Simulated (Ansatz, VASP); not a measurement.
# InAs: VASP beside Ansatz

```xyz
2
Lattice="0.0000 2.9524 3.0437 2.9524 0.0000 3.0437 2.9524 2.9524 0.0000" Properties=species:S:1:pos:R:3 pbc="T T T"
In    0.0000    0.0000    0.0000
As    4.4286    4.4286    4.5656
```

Change from the starting cell: strain -0.030 along x and y, +0.000 along z, atoms carried along.

Alike in both runs: task single point; functional PBEsol; k mesh 18 × 18 × 18; occupations gaussian, width 0.15 eV; no spin polarisation.

|  | VASP | Ansatz |
| --- | --- | --- |
| version | VASP 6.6.1 | Ansatz 0.2.0 |
| potentials or method | VASP PAW PBE potentials, release 64 (In_d, As), cutoff 520 eV | scalar-relativistic, plane waves, PAW |
| valence electrons in the cell | 18 | 28 |

VASP gave:

| Quantity | Value |
| --- | --- |
| gap on the k mesh at the Fermi level (eV) | none |
| pressure (GPa) | 4.0 |
| traceless stress, the component that is largest in VASP (GPa) | -0.71 |

Q: Which values does Ansatz return?

A: gap on the k mesh at the Fermi level (eV): none; pressure (GPa): 3.9; traceless stress, the component that is largest in VASP (GPa): -0.71.

VASP's potentials were made for PBE, not for PBEsol. A gap of «none» marks a metal or a gap that the smearing closes. The functional is the same, so the differences come from potentials, cutoffs and numerics. VASP's potentials hold 18 valence electrons a cell and Ansatz's 28, so a difference there can come from the potentials and not from the codes.
